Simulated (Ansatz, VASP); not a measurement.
**One calculation of TePb, two programs**

```
Pb Te
1.0
     4.56905    0.00000    0.00000
    -2.28453    3.95691    0.00000
     0.00000    0.00000    7.96595
Pb Te
2 2
Direct
  0.00000 0.00000 0.00000
  0.00000 0.00000 0.50000
  0.33333 0.66667 0.25000
  0.66667 0.33333 0.75000
```

Alike in both runs: functional PBE; k mesh 6 × 6 × 6; occupations gaussian, width 0.02 eV; no spin polarisation.

Ansatz relaxed the structure, and its values are those at the end. VASP's run is a single point on that final structure, the one shown.

```csv
,VASP,Ansatz
version,VASP 6.6.1,Ansatz 0.2.0
potentials or method,"VASP PAW PBE potentials, release 64 (Pb_d, Te), cutoff 520 eV","scalar-relativistic, plane waves, PAW"
valence electrons in the cell,40,60
```

```csv
,VASP,Ansatz,Ansatz less VASP
gap on the k mesh at the Fermi level (eV),0.10,0.10,-0.003
least direct gap on the mesh (eV),0.22,0.22,-0.005
pressure (GPa),-0.1,0.0,+0.08
```

The functional is the same, so the differences come from potentials, cutoffs and numerics. VASP's potentials hold 40 valence electrons a cell and Ansatz's 60, so a difference there can come from the potentials and not from the codes.

Neither program's run includes spin-orbit coupling.
